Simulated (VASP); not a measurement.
# As in VASP: single point with PBE+D3(BJ)

Aim: the single point of As with PBE+D3(BJ).

All numbers are computed with VASP 6.6.1; they aren't measurements. Logs are shortened: lines on timing, memory, paths and dates and some standing lists are left out, and cuts for length are marked.

### Step 1. The cell of the first run

The cell holds a slab with vacuum, 2 atoms: a = 3.571 Å, b = 3.571 Å, c = 26.889 Å, α = 90.00°, β = 90.00°, γ = 120.00°.

### Step 2. Single point, PBE+D3(BJ)

File INCAR:

```
ALGO = Normal
DIPOL = 0.5 0.5 0.714
EDIFF = 1E-6
ENCUT = 400
GGA = PE
GGA_COMPAT = False
IDIPOL = 3
ISIF = 2
ISMEAR = 0
IVDW = 12
LASPH = True
LCHARG = False
LDIPOL = True
LREAL = False
LWAVE = False
NBANDS = 22
NELM = 120
NELMDL = -8
PREC = Accurate
SIGMA = 0.04
```

File KPOINTS:

```
k-points
0
Gamma
  18 18 1
```

File POSCAR:

```
As
1.0
    3.5708955074      0.0000000000      0.0000000000
   -1.7854477537      3.0924862237      0.0000000000
    0.0000000000      0.0000000000     26.8892385693
As
2
Direct
    0.3333333333      0.6666666667      0.6881244335
    0.0000000000      0.0000000000      0.7402958292
```

Potentials or basis: VASP PAW PBE potentials, release 64 (As_d).

On the command line:

```sh
> cat potpaw_PBE.64/As_d/POTCAR > POTCAR
> mpirun -np 1 vasp_std > vasp.out
```

OUTCAR:

```text
EDIFF = 1E-6
   ENCUT = 400
   GGA = PE
   ISIF = 2
   ISMEAR = 0
   IVDW = 12
   LASPH = True
   LREAL = False
   NELM = 120
   NELMDL = -8
   PREC = Accurate
 IVDW          = 12

 ion  position               nearest neighbor table
   1  0.333  0.667  0.688-   2 2.49   2 2.49   2 2.49
   2  0.000  0.000  0.740-   1 2.49   1 2.49   1 2.49

  LATTYP: Found a hexagonal cell.
 ALAT       =     3.5708955074
 C/A-ratio  =     7.5301107281

  Lattice vectors:

 A1 = (   3.5708955074,   0.0000000000,   0.0000000000)
 A2 = (  -1.7854477537,   3.0924862237,   0.0000000000)
 A3 = (   0.0000000000,   0.0000000000,  26.8892385693)

Analysis of symmetry for initial positions (statically):
=====================================================================
 Subroutine PRICEL returns:
 Original cell was already a primitive cell.

 Routine SETGRP: Setting up the symmetry group for a
 hexagonal supercell.

 Subroutine GETGRP returns: Found 12 space group operations
 (whereof  6 operations were pure point group operations)
 out of a pool of 24 trial point group operations.

The static configuration has the point symmetry C_3v.
 The point group associated with its full space group is D_3d.

Analysis of symmetry for dynamics (positions and initial velocities):
=====================================================================
 Subroutine PRICEL returns:
 Original cell was already a primitive cell.

 Routine SETGRP: Setting up the symmetry group for a
 hexagonal supercell.

 Subroutine GETGRP returns: Found 12 space group operations
 (whereof  6 operations were pure point group operations)
 out of a pool of 24 trial point group operations.

The dynamic configuration has the point symmetry C_3v.
 The point group associated with its full space group is D_3d.

 Subroutine INISYM returns: Found 12 space group operations
 (whereof  6 operations are pure point group operations),
 and found     1 'primitive' translations

----------------------------------------------------------------------------------------

                                     Primitive cell

  volume of cell :     296.9364

  direct lattice vectors                    reciprocal lattice vectors
     3.570895507  0.000000000  0.000000000     0.280041798  0.161682208  0.000000000
    -1.785447754  3.092486224  0.000000000     0.000000000  0.323364415  0.000000000
     0.000000000  0.000000000 26.889238569     0.000000000  0.000000000  0.037189599

  length of vectors
     3.570895507  3.570895507 26.889238569     0.323364415  0.323364415  0.037189599

  position of ions in fractional coordinates (direct lattice)
     0.333333333  0.666666667  0.688124434
     0.000000000  0.000000000  0.740295829

  ion indices of the primitive-cell ions
   primitive index   ion index
                 1           1
                 2           2

----------------------------------------------------------------------------------------

 KPOINTS: k-points

Automatic generation of k-mesh.
 Grid dimensions read from file:
 generate k-points for:   18   18    1

 Generating k-lattice:

  Cartesian coordinates                     Fractional coordinates (reciprocal lattice)
     0.015557878  0.008982345  0.000000000     0.055555556 -0.000000000  0.000000000
     0.000000000  0.017964690  0.000000000     0.000000000  0.055555556  0.000000000
     0.000000000  0.000000000  0.037189599     0.000000000  0.000000000  1.000000000

  Length of vectors
     0.017964690  0.017964690  0.037189599

  Shift w.r.t. Gamma in fractional coordinates (k-lattice)
     0.000000000  0.000000000  0.000000000

 Subroutine IBZKPT returns following result:
 ===========================================

 Found     37 irreducible k-points:

 Following reciprocal coordinates:
            Coordinates               Weight
  0.000000  0.000000  0.000000      1.000000
  0.055556  0.000000  0.000000      6.000000
  0.111111  0.000000  0.000000      6.000000
  0.166667  0.000000  0.000000      6.000000
  0.222222  0.000000  0.000000      6.000000
  0.277778  0.000000  0.000000      6.000000
[... 16 lines left out ...]
  0.333333  0.111111  0.000000     12.000000
  0.388889  0.111111  0.000000     12.000000
 [... further k-points ...]
   k-points           NKPTS =     37   k-points in BZ     NKDIM =     37   number of bands    NBANDS=     22
   number of dos      NEDOS =    301   number of ions     NIONS =      2
   total plane-waves  NPLWV = 103680
   dimension x,y,z NGX =    24 NGY =   24 NGZ =  180
   dimension x,y,z NGXF=    48 NGYF=   48 NGZF=  360
   ions per type =               2
   NGX,Y,Z   is equivalent  to a cutoff of  11.17, 11.17, 11.13 a.u.
   NGXF,Y,Z  is equivalent  to a cutoff of  22.35, 22.35, 22.26 a.u.
 SYSTEM =  unknown system
   PREC   = accura    normal or accurate (medium, high low for compatibility)
   ISTART =      0    job   : 0-new  1-cont  2-samecut
   ICHARG =      2    charge: 1-file 2-atom 10-const
   ISPIN  =      1    spin polarized calculation?
   LNONCOLLINEAR =      F non collinear calculations
   LSORBIT =      F    spin-orbit coupling
   LASPH  =      T    aspherical Exc in radial PAW
   ENCUT  =  400.0 eV  29.40 Ry    5.42 a.u.   5.82  5.82 43.85*2*pi/ulx,y,z
   NELM   =    120;   NELMIN=  2; NELMDL= -8     # of ELM steps
   EDIFF  = 0.1E-05   stopping-criterion for ELM
   LREAL  =      F    real-space projection
   EDIFFG = 0.1E-04   stopping-criterion for IOM
   NSW    =      0    number of steps for IOM
   IBRION =     -1    ionic relax: 0-MD 1-quasi-New 2-CG
   NFREE  =      0    steps in history (QN), initial steepest desc. (CG)
   ISIF   =      2    stress and relaxation
   ISYM   =      2    0-nonsym 1-usesym 2-fastsym
   POTIM  = 0.5000    time-step for ionic-motion
   TEBEG  =    0.0;   TEEND  =   0.0 temperature during run
   PSTRESS=    0.0 pullay stress
   NELECT =      30.0000    total number of electrons
   NUPDOWN=      -1.0000    fix difference up-down
   EMIN   =  10.00;   EMAX   =-10.00  energy-range for DOS
   EFERMI =   0.00;   METHOD = LEGACY
   ISMEAR =     0;   SIGMA  =   0.04  broadening in eV -4-tet -1-fermi 0-gaus
   EFERMI_NEDOS =   21; number of points for ismear=-14 and -15
   IALGO  =     38    algorithm
   IMIX   =      4    mixing-type and parameters
     AMIX     =   0.40;   BMIX     =  1.00
     AMIX_MAG =   1.60;   BMIX_MAG =  1.00
  volume/ion in A,a.u.               =     148.47      1001.91
  Fermi-wavevector in a.u.,A,eV,Ry     =   0.762478  1.440875  7.910060  0.581373
  Thomas-Fermi vector in A             =   1.861948
   LORBIT       =      0    0 simple, 1 ext, 2 COOP (PROOUT), +10 PAW based schemes
   GGA     = PE    functional components
   LHFCALC =     F    Hartree Fock is set to
   AEXX    =    0.0000 exact exchange contribution
   IVDW    =    12    specifies the selected vdW correction
   LEPSILON=     F    determine dielectric tensor
   LRPA    =     F    only Hartree local field effects (RPA)
 non-spin polarized calculation
 Gauss-broadening in eV      SIGMA  =   0.04
  energy-cutoff  :      400.00
  volume of cell :      296.94
 maximum number of plane-waves:      5428
 NGX is ok and might be reduce to    24
   NGX = 11   NGY = 11   NGZ = 87

 dipolmoment           0.000000      0.000000     -0.000002 electrons x Angstroem

 number of electron      29.9999987 magnetization

 dipolmoment           0.000000      0.000000      0.000001 electrons x Angstroem

 Free energy of the ion-electron system (eV)
  ---------------------------------------------------
  ext. energy  EPLUGINS =         0.00000000
  ---------------------------------------------------
  free energy    TOTEN  =        -9.35547200 eV

  energy without entropy =       -9.35547200  energy(sigma->0) =       -9.35547200

 E-fermi :  -3.8838     XC(G=0):  -2.0777

 val. band max:       -4.0696342527   @ k =   0.0000   0.0000   0.0000
 cond. band min:      -2.5395665287   @ k =   0.3333  -0.0000   0.0000
 fundamental gap:      1.5300677240
 Fermi energy:        -3.8837692900

 k-point     1 :       0.0000    0.0000    0.0000
  band No.  band energies     occupation
      1     -39.2925      2.00000
      2     -39.2925      2.00000
      3     -39.2528      2.00000
      4     -39.2528      2.00000
      5     -39.2026      2.00000
      6     -39.1780      2.00000
[... 14 lines left out ...]
     21       1.3152      0.00000
     22       1.5929      0.00000

 k-point     2 :       0.0556    0.0000    0.0000
  band No.  band energies     occupation
      1     -39.2924      2.00000
      2     -39.2916      2.00000
      3     -39.2525      2.00000
      4     -39.2520      2.00000
      5     -39.2025      2.00000
      6     -39.1785      2.00000
[... 14 lines left out ...]
     21       1.3643      0.00000
     22       1.6432      0.00000

 k-point     3 :       0.1111    0.0000    0.0000
  band No.  band energies     occupation
      1     -39.2921      2.00000
      2     -39.2889      2.00000
      3     -39.2518      2.00000
      4     -39.2499      2.00000
      5     -39.2021      2.00000
      6     -39.1799      2.00000
[... 14 lines left out ...]
     21       1.5088      0.00000
     22       1.7931      0.00000
[... 476 lines left out ...]
 k-point    23 :       0.3333    0.1111    0.0000
  band No.  band energies     occupation
      1     -39.2897      2.00000
      2     -39.2610      2.00000
      3     -39.2356      2.00000
      4     -39.2233      2.00000
      5     -39.2038      2.00000
      6     -39.1999      2.00000
[... 14 lines left out ...]
     21       3.6201      0.00000
     22       3.9538      0.00000

 k-point    24 :       0.3889    0.1111    0.0000
  band No.  band energies     occupation
      1     -39.2893      2.00000
      2     -39.2589      2.00000
      3     -39.2278      2.00000
      4     -39.2174      2.00000
      5     -39.2096      2.00000
      6     -39.2034      2.00000
[... 14 lines left out ...]
     21       4.2412      0.00000
     22       4.5830      0.00000

 [... further k-points ...]

------------------------ aborting loop because EDIFF is reached ----------------------------------------

 vacuum level on the upper side and lower side of the slab       (xc-potential included)        -0.008        -0.008

 Edisp (eV)   -0.42359

 E8    (eV) :    -0.1922

  FORCE on cell =-STRESS in cart. coord.  units (eV):
  Direction    XX          YY          ZZ          XY          YZ          ZX
  --------------------------------------------------------------------------------------
  -------------------------------------------------------------------------------------
  Total      -0.08508    -0.08508    -0.12538     0.00000     0.00000    -0.00000
  in kB      -0.45905    -0.45905    -0.67651     0.00000     0.00000    -0.00000
  external pressure =       -0.53 kB  Pullay stress =        0.00 kB

 VOLUME and BASIS-vectors are now :
 -----------------------------------------------------------------------------
  energy-cutoff  :      400.00
  volume of cell :      296.94
      direct lattice vectors                 reciprocal lattice vectors
     3.570895507  0.000000000  0.000000000     0.280041798  0.161682208  0.000000000
    -1.785447754  3.092486224  0.000000000     0.000000000  0.323364415  0.000000000
     0.000000000  0.000000000 26.889238569     0.000000000  0.000000000  0.037189599

 POSITION                                       TOTAL-FORCE (eV/Angst)
 -----------------------------------------------------------------------------------
     -0.00000      2.06166     18.50314         0.000000     -0.000000      0.037881
      0.00000      0.00000     19.90599        -0.000000      0.000000     -0.037881
 -----------------------------------------------------------------------------------
    total drift:                                0.000000     -0.000000      0.000310

  FREE ENERGIE OF THE ION-ELECTRON SYSTEM (eV)
  ---------------------------------------------------
  free  energy   TOTEN  =        -9.7790610194 eV

  energy  without entropy=       -9.7790610194  energy(sigma->0) =       -9.77906102

 vacuum level on the upper side and lower side of the slab         1.171         1.171
```

Wall time 4 min (1 thread of Intel Xeon Platinum 8375C at 2.90GHz (Ice Lake), shared host); peak memory 0.35 GiB.

Results:

```yaml
Free_energy: -9.7791 eV
Largest_force: 0.038 eV/Å
Band_gap_on_the_k_mesh: 1.53 eV (least direct gap 2.04 eV)
Dispersion_energy_per_atom: -0.212 eV
```

Forces on the atoms (eV/Å):
```
As   0.000  0.000  0.038
As   0.000  0.000 -0.038
```
